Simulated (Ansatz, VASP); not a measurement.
## InSb3 in VASP and in Ansatz

```xyz
4
Lattice="0.0000 3.7946 3.7946 3.7946 0.0000 3.7946 3.7946 3.7946 0.0000" Properties=species:S:1:pos:R:3 pbc="T T T"
In    0.0000    0.0000    0.0000
Sb    1.8973    1.8973    1.8973
Sb    5.6918    5.6918    5.6918
Sb    3.7946    3.7946    3.7946
```

Alike in both runs: task relaxation of cell and atoms; functional revPBE; k mesh 10 × 10 × 10; occupations gaussian, width 0.1 eV; no spin polarisation.

|  | VASP | Ansatz |
| --- | --- | --- |
| version | VASP 6.6.1 | Ansatz 0.2.0 |
| potentials or method | VASP PAW PBE potentials, release 64 (In_d, Sb), cutoff 600 eV | scalar-relativistic, plane waves, PAW |
| valence electrons in the cell | 28 | 58 |

```csv
,VASP,Ansatz,Ansatz less VASP
"gap on the k mesh at the Fermi level, each at its own relaxed structure (eV)",none,none,-
relaxed volume (Å³/atom),27.72,27.79,+0.073
relaxed cell length with the largest relative difference (Å),5.392,5.397,+0.0048
```

VASP's potentials were made for PBE, not for revPBE. A gap of «none» marks a metal or a gap that the smearing closes. VASP's potentials hold 28 valence electrons a cell and Ansatz's 58, so a difference there can come from the potentials and not from the codes.

Spin-orbit coupling is off throughout. Noted on VASP's run: too few bands were computed for a metal, which touches its energy and stress.
